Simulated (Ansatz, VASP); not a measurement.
# As3Pt in VASP and in Ansatz

```
As Pt
1.0
     4.14788    0.00000    0.00000
     0.00000    4.14788    0.00000
     0.00000    0.00000    4.14788
As Pt
3 1
Cartesian
  0.0000 2.0739 2.0739
  2.0739 0.0000 2.0739
  2.0739 2.0739 0.0000
  0.0000 0.0000 0.0000
```

Alike in both runs: functional PBE; k mesh 4 × 4 × 4; occupations gaussian, width 0.1 eV; no spin polarisation.

Ansatz relaxed the structure, and its values are those at the end. VASP's run is a single point on that final structure, the one shown.

|  | VASP | Ansatz |
| --- | --- | --- |
| version | VASP 6.6.1 | Ansatz 0.2.0 |
| potentials or method | VASP PAW PBE potentials, release 64 (As, Pt), cutoff 520 eV | scalar-relativistic, plane waves, PAW |
| valence electrons in the cell | 25 | 63 |

```tsv
	VASP	Ansatz	Ansatz less VASP
gap on the k mesh at the Fermi level (eV)	none	none	-
pressure (GPa)	0.1	0.1	-0.02
```

A gap of «none» marks a metal or a gap that the smearing closes. With one functional, cell and mesh, what is left measures potentials, basis and numerics. VASP's potentials hold 25 valence electrons a cell and Ansatz's 63, so a difference there can come from the potentials and not from the codes.

The k mesh is coarse, so the values compare programs but aren't converged. Neither program's run includes spin-orbit coupling.
